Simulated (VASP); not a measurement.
Input of a VASP 6.6.1 run:

File INCAR:

```
PREC = Accurate
ENCUT = 520
EDIFF = 1E-8
ISMEAR = 0
SIGMA = 0.01
LREAL = False
LASPH = True
NELM = 60
ALGO = Normal
ISIF = 2
LWAVE = False
LCHARG = False
GGA = PE
NBANDS = 16
IBRION = 8
NSW = 1
LEPSILON = True
```

Contents of KPOINTS:

```
regular mesh
0
Gamma
  10 10 10
```

POSCAR

```
ZnS
1.0
    0.0000000000      2.5795234872      2.5795234872
    2.5795234872      0.0000000000      2.5795234872
    2.5795234872      2.5795234872      0.0000000000
Zn S
1 1
Direct
    0.0000000000      0.0000000000      0.0000000000
    0.7500000000      0.7500000000      0.7500000000
```

Potentials or basis: VASP PAW PBE potentials, release 64 (Zn, S).

Command:

```console
$ cat potpaw_PBE.64/Zn/POTCAR potpaw_PBE.64/S/POTCAR > POTCAR
$ mpirun -np 1 vasp_std > vasp.out
```

Task: What does it give for the electronic dielectric tensor (diagonal)?

Result: 5.94.

Task: What does it give for the Born charges (mean of the diagonal)?

Result: Zn +1.82; S -1.82 e.

Task: What does it give for the highest phonon frequency at Γ, LO-TO splitting left out?

Result: 342 cm⁻¹.

Born effective charge tensors (e):
atom 1, Zn
```
1.82 0.00 0.00
0.00 1.82 0.00
0.00 0.00 1.82
```
atom 2, S
```
-1.82  0.00  0.00
 0.00 -1.82  0.00
 0.00  0.00 -1.82
```

Caveat: the cell wasn't relaxed at this level first, which shifts response properties.
